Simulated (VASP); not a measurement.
# Al (P6_3/mmc) in VASP: notebook, part 2 of 2

VASP 6.6.1.

## (3) Single point, r2SCAN

This run uses another cell than the first one, of the same volume but with other edges.

File POSCAR:

```
Al
1.0
    2.5769412602      0.0000000000      0.0000000000
   -1.2884706301      2.2316965954      0.0000000000
    0.0000000000      0.0000000000      5.7970920447
Al
2
Direct
    0.6666666667      0.3333333333      0.7500000000
    0.3333333333      0.6666666667      0.2500000000
```

File INCAR.step1:

```
SYSTEM = Al
PREC = Accurate
ENCUT = 520
ISMEAR = 0
SIGMA = 0.15
LREAL = .FALSE.
LASPH = .TRUE.
NELM = 100
NBANDS = 10
GGA = PE
ALGO = Normal
EDIFF = 1E-4
LWAVE = .TRUE.
LCHARG = .FALSE.
```

File INCAR.step2:

```
SYSTEM = Al
PREC = Accurate
ENCUT = 520
EDIFF = 1E-7
ISMEAR = 0
SIGMA = 0.15
LREAL = .FALSE.
LASPH = .TRUE.
NELM = 100
ALGO = Normal
ISIF = 2
LWAVE = .FALSE.
LCHARG = .FALSE.
METAGGA = R2SCAN
LMIXTAU = .TRUE.
NBANDS = 10
ISTART = 1
```

File KPOINTS:

```
regular mesh
0
G
  24 24 12
  0 0 0
```

Potentials or basis: VASP PAW PBE potentials, release 64 (Al).

Launch:

```bash
> cat potpaw_PBE.64/Al/POTCAR > POTCAR
> cp INCAR.step1 INCAR
> mpirun -np 1 vasp_std > vasp.out
> cp INCAR.step2 INCAR
> mpirun -np 1 vasp_std > vasp.out
```

OUTCAR:

```text
SYSTEM = Al
   PREC = Accurate
   ENCUT = 520
   EDIFF = 1E-7
   ISMEAR = 0
   LREAL = .FALSE.
   LASPH = .TRUE.
   NELM = 100
   ISIF = 2
   METAGGA = R2SCAN
   ISTART = 1

 ion  position               nearest neighbor table
   1  0.667  0.333  0.750-   2 3.26   2 3.26   2 3.26   2 3.26   2 3.26   2 3.26
   2  0.333  0.667  0.250-   1 3.26   1 3.26   1 3.26   1 3.26   1 3.26   1 3.26

  LATTYP: Found a hexagonal cell.
 ALAT       =     2.5769412602
 C/A-ratio  =     2.2496019348

  Lattice vectors:

 A1 = (   2.5769412602,   0.0000000000,   0.0000000000)
 A2 = (  -1.2884706301,   2.2316965954,   0.0000000000)
 A3 = (   0.0000000000,   0.0000000000,   5.7970920447)

Analysis of symmetry for initial positions (statically):
=====================================================================
 Subroutine PRICEL returns:
 Original cell was already a primitive cell.

 Routine SETGRP: Setting up the symmetry group for a
 hexagonal supercell.

 Subroutine GETGRP returns: Found 24 space group operations
 (whereof 12 operations were pure point group operations)
 out of a pool of 24 trial point group operations.

The static configuration has the point symmetry D_3d.
[... 166 lines left out ...]
 val. band max:        7.7208875904   @ k =   0.4583   0.0833   0.0833
 cond. band min:       7.7367316912   @ k =   0.2917   0.2500   0.1667
 fundamental gap:      0.0158441008
 Fermi energy:         7.7336168924

 k-point     1 :       0.0000    0.0000    0.0000
  band No.  band energies     occupation
      1      -3.9998      2.00000
      2      -0.4020      2.00000
      3       1.8095      2.00000
      4      13.5132      0.00000
      5      14.3109      0.00000
      6      23.5109      0.00000
      7      23.5109      0.00000
      8      24.1104      0.00000
      9      24.1104      0.00000
     10      26.7706      0.00000
[... 287 lines left out ...]
 k-point    24 :       0.4583    0.0417    0.0000
  band No.  band energies     occupation
      1       2.9447      2.00000
      2       4.1246      2.00000
      3       6.6121      2.00000
      4       8.1425      0.00012
      5       8.8034      0.00000
      6      10.1420      0.00000
      7      16.8828      0.00000
      8      18.7969      0.00000
      9      19.7233      0.00000
     10      19.9829      0.00000

 [... further k-points ...]
[... 5 lines left out ...]
  --------------------------------------------------------------------------------------
  -------------------------------------------------------------------------------------
  Total        3.7765776      3.7765776     -2.3106480      0.0000000      0.0000000      0.0000000
  in kB      181.4926864    181.4926864   -111.0438473      0.0000000      0.0000000      0.0000000
  external PRESSURE =      83.9805085 kB  Pullay stress =       0.0000000 kB

 VOLUME and BASIS-vectors are now :
 -----------------------------------------------------------------------------
  energy-cutoff  :      520.00
  volume of cell :       33.34
      direct lattice vectors                 reciprocal lattice vectors
     2.576941260  0.000000000  0.000000000     0.388056963  0.224044792  0.000000000
    -1.288470630  2.231696595  0.000000000     0.000000000  0.448089584  0.000000000
     0.000000000  0.000000000  5.797092045     0.000000000  0.000000000  0.172500280

 POSITION                                       TOTAL-FORCE (eV/Angst)
 -----------------------------------------------------------------------------------
      1.28847      0.74390      4.34782         0.000000     -0.000000      0.000000
     -0.00000      1.48780      1.44927        -0.000000      0.000000      0.000000
 -----------------------------------------------------------------------------------
    total drift:                                0.000000     -0.000000      0.000000

  FREE ENERGIE OF THE ION-ELECTRON SYSTEM (eV)
  ---------------------------------------------------
  free  energy   TOTEN  =       -12.8330611336 eV

  energy  without entropy=      -12.8244065240  energy(sigma->0) =      -12.82873383
```

Run time: 7.6 min. Hardware: 1 thread of Intel Xeon Platinum 8259CL at 2.50GHz (Skylake/Cascade Lake), shared host; peak memory 0.24 GiB.

Results:

- Free energy: -12.8331 eV
- Pressure: 8.4 GPa
- Band gap on the k mesh: zero (bands 3 and 4 overlap by 4.50 eV)

Levels at points of the mesh, in eV from the Fermi level:
```csv
k point,band 1,band 2,band 3,band 4,band 5,band 6,band 7
"(0.00, 0.00, 0.00)",-11.73,-8.14,-5.92,5.78,6.58,15.78,15.78
"(0.50, 0.00, 0.00)",-4.46,-3.99,-1.00,0.16,1.47,1.90,10.46
"(0.00, 0.00, 0.50)",-10.61,-10.61,-1.30,-1.30,14.87,14.87,16.17
"(0.50, 0.00, 0.50)",-3.75,-3.75,-2.19,-2.19,5.91,5.91,6.13
```

Caveat: the cell stands under pressure; the PAW data sets were made with another functional, which shifts forces and pressure a little.

## (4) Single point, r2SCAN

This run uses another cell than the first one, of the same volume but with other edges.

POSCAR is that of step 3.

INCAR.step1 is that of step 3.

INCAR.step2 is that of step 3.

File KPOINTS:

```
regular mesh
0
G
  21 21 12
  0 0 0
```

Potentials or basis: VASP PAW PBE potentials, release 64 (Al).

Launch:

```bash
> cat potpaw_PBE.64/Al/POTCAR > POTCAR
> cp INCAR.step1 INCAR
> mpirun -np 1 vasp_std > vasp.out
> cp INCAR.step2 INCAR
> mpirun -np 1 vasp_std > vasp.out
```

OUTCAR:

```text
SYSTEM = Al
   PREC = Accurate
   ENCUT = 520
   EDIFF = 1E-7
   ISMEAR = 0
   LREAL = .FALSE.
   LASPH = .TRUE.
   NELM = 100
   ISIF = 2
   METAGGA = R2SCAN
   ISTART = 1

 ion  position               nearest neighbor table
   1  0.667  0.333  0.750-   2 3.26   2 3.26   2 3.26   2 3.26   2 3.26   2 3.26
   2  0.333  0.667  0.250-   1 3.26   1 3.26   1 3.26   1 3.26   1 3.26   1 3.26

  LATTYP: Found a hexagonal cell.
 ALAT       =     2.5769412602
 C/A-ratio  =     2.2496019348

  Lattice vectors:

 A1 = (   2.5769412602,   0.0000000000,   0.0000000000)
 A2 = (  -1.2884706301,   2.2316965954,   0.0000000000)
 A3 = (   0.0000000000,   0.0000000000,   5.7970920447)

Analysis of symmetry for initial positions (statically):
=====================================================================
 Subroutine PRICEL returns:
 Original cell was already a primitive cell.

 Routine SETGRP: Setting up the symmetry group for a
 hexagonal supercell.

 Subroutine GETGRP returns: Found 24 space group operations
 (whereof 12 operations were pure point group operations)
 out of a pool of 24 trial point group operations.

The static configuration has the point symmetry D_3d.
 The point group associated with its full space group is D_6h.

Analysis of symmetry for dynamics (positions and initial velocities):
=====================================================================
 Subroutine PRICEL returns:
 Original cell was already a primitive cell.

 Routine SETGRP: Setting up the symmetry group for a
 hexagonal supercell.

 Subroutine GETGRP returns: Found 24 space group operations
 (whereof 12 operations were pure point group operations)
 out of a pool of 24 trial point group operations.

The dynamic configuration has the point symmetry D_3d.
 The point group associated with its full space group is D_6h.

 Subroutine INISYM returns: Found 24 space group operations
[... 116 lines left out ...]
     AMIX     =   0.40;   BMIX     =  1.00
     AMIX_MAG =   1.60;   BMIX_MAG =  1.00
  volume/ion in A,a.u.               =      16.67       112.49
  Fermi-wavevector in a.u.,A,eV,Ry     =   0.924291  1.746656 11.623640  0.854313
  Thomas-Fermi vector in A             =   2.050021
   LORBIT       =      0    0 simple, 1 ext, 2 COOP (PROOUT), +10 PAW based schemes
   METAGGA = R2SCAN    functional components
   LHFCALC =     F    Hartree Fock is set to
   AEXX    =    0.0000 exact exchange contribution
   IVDW    =     0    specifies the selected vdW correction
   LEPSILON=     F    determine dielectric tensor
   LRPA    =     F    only Hartree local field effects (RPA)
 non-spin polarized calculation
 Gauss-broadening in eV      SIGMA  =   0.15
  energy-cutoff  :      520.00
  volume of cell :       33.34
 maximum number of plane-waves:       916
 NGX is ok and might be reduce to    20

 number of electron       6.0000000 magnetization

 Free energy of the ion-electron system (eV)
  ---------------------------------------------------
  ext. energy  EPLUGINS =         0.00000000
  ---------------------------------------------------
  free energy    TOTEN  =       -12.83349842 eV

  energy without entropy =      -12.82446145  energy(sigma->0) =      -12.82897994

 E-fermi :   7.7310     XC(G=0): -10.7817

 val. band max:        7.7228853289   @ k =   0.3810   0.2381   0.0833
 cond. band min:       7.7352706262   @ k =   0.2857   0.0000   0.4167
 fundamental gap:      0.0123852973
 Fermi energy:         7.7310191007

 k-point     1 :       0.0000    0.0000    0.0000
  band No.  band energies     occupation
      1      -3.9997      2.00000
      2      -0.4018      2.00000
      3       1.8095      2.00000
      4      13.5131      0.00000
      5      14.3111      0.00000
      6      23.5111      0.00000
      7      23.5111      0.00000
      8      24.1106      0.00000
      9      24.1106      0.00000
     10      26.7705      0.00000
[... 287 lines left out ...]
 k-point    24 :       0.1905    0.0952    0.0000
  band No.  band energies     occupation
      1      -2.0158      2.00000
      2       1.5150      2.00000
      3       3.7381      2.00000
      4      13.4195      0.00000
      5      15.2258      0.00000
      6      15.4532      0.00000
      7      15.7827      0.00000
      8      18.1178      0.00000
      9      19.6172      0.00000
     10      20.7841      0.00000

 [... further k-points ...]
[... 5 lines left out ...]
  --------------------------------------------------------------------------------------
  -------------------------------------------------------------------------------------
  Total        3.7664650      3.7664650     -2.2861159      0.0000000      0.0000000      0.0000000
  in kB      181.0067003    181.0067003   -109.8648989      0.0000000      0.0000000      0.0000000
  external PRESSURE =      84.0495006 kB  Pullay stress =       0.0000000 kB

 VOLUME and BASIS-vectors are now :
 -----------------------------------------------------------------------------
  energy-cutoff  :      520.00
  volume of cell :       33.34
      direct lattice vectors                 reciprocal lattice vectors
     2.576941260  0.000000000  0.000000000     0.388056963  0.224044792  0.000000000
    -1.288470630  2.231696595  0.000000000     0.000000000  0.448089584  0.000000000
     0.000000000  0.000000000  5.797092045     0.000000000  0.000000000  0.172500280

 POSITION                                       TOTAL-FORCE (eV/Angst)
 -----------------------------------------------------------------------------------
      1.28847      0.74390      4.34782         0.000000      0.000000      0.000000
     -0.00000      1.48780      1.44927        -0.000000      0.000000      0.000000
 -----------------------------------------------------------------------------------
    total drift:                                0.000000     -0.000000      0.000000

  FREE ENERGIE OF THE ION-ELECTRON SYSTEM (eV)
  ---------------------------------------------------
  free  energy   TOTEN  =       -12.8334984242 eV

  energy  without entropy=      -12.8244614542  energy(sigma->0) =      -12.82897994
```

It took 7.1 min on 1 thread of Intel Xeon 8259CL, shared host; peak memory 0.22 GiB.

Results:

* Free energy: -12.8335 eV
* Pressure: 8.4 GPa
* Band gap on the k mesh: zero (bands 3 and 4 overlap by 4.52 eV)

Levels at points of the mesh, in eV from the Fermi level:
```csv
k point,band 1,band 2,band 3,band 4,band 5,band 6
"(0.00, 0.00, 0.00)",-11.73,-8.13,-5.92,5.78,6.58,15.78
"(0.00, 0.00, 0.50)",-10.61,-10.61,-1.30,-1.30,14.88,14.88
```

Caveat: the cell stands under pressure; the PAW data sets were made with another functional, which shifts forces and pressure a little.

## (5) The runs side by side

| cell | k mesh | gap on the mesh (eV) | pressure (GPa) |
| --- | --- | --- | --- |
| a = 3.030, b = 3.030, c = 4.194 Å, angles 90.0, 90.0, 120.0°, 2 atoms | 24 × 24 × 12 | none | -0.9 |
| a = 2.577, b = 2.577, c = 5.797 Å, angles 90.0, 90.0, 120.0°, 2 atoms | 24 × 24 × 12 | none | 8.4 |
| a = 2.577, b = 2.577, c = 5.797 Å, angles 90.0, 90.0, 120.0°, 2 atoms | 21 × 21 × 12 | none | 8.4 |

Alike in all rows: task single point; level r2SCAN; potentials or basis VASP PAW PBE potentials, release 64 (Al); no spin polarisation; cutoff (eV) 520; smearing gaussian 0.15 eV.

Caveats: the PAW data sets were made with another functional, which shifts forces and pressure a little; the cell stands under pressure (at least some runs).

Total energies depend on the potentials used, so only differences within one code and one set of settings carry meaning.
